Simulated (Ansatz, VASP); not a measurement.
LaHfF5: VASP beside Ansatz

```
CELL_PARAMETERS angstrom
3.81230 0.00000 0.00000
0.00000 3.81230 0.00000
0.00000 0.00000 6.74130
ATOMIC_POSITIONS crystal
La 0.00000 0.00000 0.50000
Hf 0.50000 0.50000 0.00000
F 0.00000 0.50000 0.29555
F 0.00000 0.50000 0.70445
F 0.50000 0.00000 0.29555
F 0.50000 0.00000 0.70445
F 0.00000 0.00000 0.00000
```

Change from the starting cell: species swapped into the SiSnPt5 type (P4/mmm, No. 123).

Alike in both runs: task relaxation of cell and atoms; functional PBE; k mesh 4 × 4 × 4; occupations gaussian, width 0.1 eV; no spin polarisation.

|  | VASP | Ansatz |
| --- | --- | --- |
| version | VASP 6.6.1 | Ansatz 0.2.0 |
| potentials or method | VASP PAW PBE potentials, release 64 (La, Hf_pv, F), cutoff 600 eV | scalar-relativistic, plane waves, PAW |
| valence electrons in the cell | 56 | 72 |

Ansatz gave:

```
gap on the k mesh at the Fermi level, each at its own relaxed structure (eV) : none
relaxed volume (Å³/atom)                                                     : 13.04
relaxed length of the cell vector where the two differ most in proportion (Å)              : 4.215
```

Problem. What did VASP give for the same quantities?

Solution. gap on the k mesh at the Fermi level, each at its own relaxed structure (eV): none; relaxed volume (Å³/atom): 12.87; relaxed length of the cell vector where the two differ most in proportion (Å): 4.187.

A gap of «none» marks a metal or a gap that the smearing closes. VASP's potentials hold 56 valence electrons a cell and Ansatz's 72, so a difference there can come from the potentials and not from the codes.

The k mesh is coarse, so the values compare programs but aren't converged. Neither program's run includes spin-orbit coupling.
